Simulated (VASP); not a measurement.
A run of VASP 6.6.1:

INCAR

```
PREC = Accurate
ENCUT = 520
EDIFF = 1E-7
ISMEAR = 0
SIGMA = 0.05
LREAL = F
LASPH = T
NELM = 100
ALGO = Normal
ISIF = 2
LWAVE = F
LCHARG = F
GGA = PE
NBANDS = 16
```

File KPOINTS:

```
regular mesh
0
Gamma
  8 8 8
```

POSCAR

```
ZnS
1.0
    0.0000000000      2.8032109041      2.8032109041
    2.8032109041      0.0000000000      2.8032109041
    2.8032109041      2.8032109041      0.0000000000
Zn S
1 1
Direct
    0.0000000000      0.0000000000      0.0000000000
    0.7500000000      0.7500000000      0.7500000000
```

Potentials or basis: VASP PAW PBE potentials, release 64 (Zn, S).

Launch:

```sh
$ cat potpaw_PBE.64/Zn/POTCAR potpaw_PBE.64/S/POTCAR > POTCAR
$ mpirun -np 1 vasp_std > vasp.out
```

Hardware: 1 thread of Intel(R) Xeon(R) 6975P-C (Granite Rapids) (shared host).

Task: Estimate the wall time of this run.

Result: It took 10 s on 1 thread of Intel(R) Xeon(R) 6975P-C (Granite Rapids), with other jobs on the host, peak memory 0.17 GiB. Counts: scf iterations 13, k points 29.
